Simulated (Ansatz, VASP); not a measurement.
One calculation of ZnO, two programs

The input INCAR:

```
SYSTEM = ZnO
ALGO = Normal
EDIFF = 1E-6
ENCUT = 600
GGA_COMPAT = .FALSE.
ISIF = 2
ISMEAR = 0
LASPH = .TRUE.
LCHARG = .TRUE.
LELF = .TRUE.
LREAL = .FALSE.
LVHAR = .TRUE.
LWAVE = .FALSE.
NBANDS = 26
NELM = 120
PREC = Accurate
SIGMA = 0.02
```

The input KPOINTS:

```
k-points
0
G
  12 12 6
  0 0 0
```

POSCAR

```
ZnO
1.0
    3.1869649732      0.0000000000      0.0000000000
   -1.5934824866      2.7599926277      0.0000000000
    0.0000000000      0.0000000000      5.1527633937
Zn O
2 2
Direct
    0.3333333333      0.6666666667     -0.0001974645
    0.6666666667      0.3333333333      0.4998025355
    0.3333333333      0.6666666667      0.3781974645
    0.6666666667      0.3333333333      0.8781974645
```

Input for Ansatz:

```yaml
crystal:
  lattice:
    - [3.1869649732, 0.0, 0.0]
    - [-1.5934824866, 2.7599926277, 0.0]
    - [0.0, 0.0, 5.1527633937]
  atoms:
    - { symbol: Zn, position: [0.3333333333, 0.6666666667, -0.0001974645] }
    - { symbol: Zn, position: [0.6666666667, 0.3333333333, 0.4998025355] }
    - { symbol: O, position: [0.3333333333, 0.6666666667, 0.3781974645] }
    - { symbol: O, position: [0.6666666667, 0.3333333333, 0.8781974645] }
basis:
  ecutwfc: 420
kpoints:
  mp_grid: { grid: [12, 12, 6] }
  band_path:
    path:
      - [[0.0, 0.0, 0.0], [0.5, 0.0, 0.0], [0.33333333, 0.33333333, 0.0], [0.0, 0.0, 0.0], [0.0, 0.0, 0.5], [0.5, 0.0, 0.5], [0.33333333, 0.33333333, 0.5], [0.0, 0.0, 0.5]]
      - [[0.5, 0.0, 0.5], [0.5, 0.0, 0.0]]
      - [[0.33333333, 0.33333333, 0.5], [0.33333333, 0.33333333, 0.0]]
    npoints: 10
hamiltonian:
  xc: lda
  pseudopotentials: { kind: paw }
scf:
  occupations: { method: gaussian, width: 0.02 }
  n_extra_bands: 8
output:
  forces: true
  stress: true
  eigenvalues: true
```

Alike in both runs: task single point; functional LDA; k mesh 12 × 12 × 6; occupations gaussian, width 0.02 eV; no spin polarisation.

```csv
,VASP,Ansatz
version,VASP 6.6.1,Ansatz 0.2.0
potentials or method,"VASP PAW LDA potentials, release 64 (Zn, O), cutoff 600 eV","scalar-relativistic, plane waves, PAW"
valence electrons in the cell,36,36
```

Ansatz gave:

| Quantity | Value |
| --- | --- |
| gap on the k mesh at the Fermi level (eV) | 0.80 |
| least direct gap on the mesh (eV) | 0.80 |
| pressure (GPa) | 0.0 |

Question: Which values does VASP return?

Answer: gap on the k mesh at the Fermi level (eV): 0.81; least direct gap on the mesh (eV): 0.81; pressure (GPa): 0.9.

LDA's correlation is that of Perdew and Zunger in VASP and of Perdew and Wang (1992) in Ansatz.
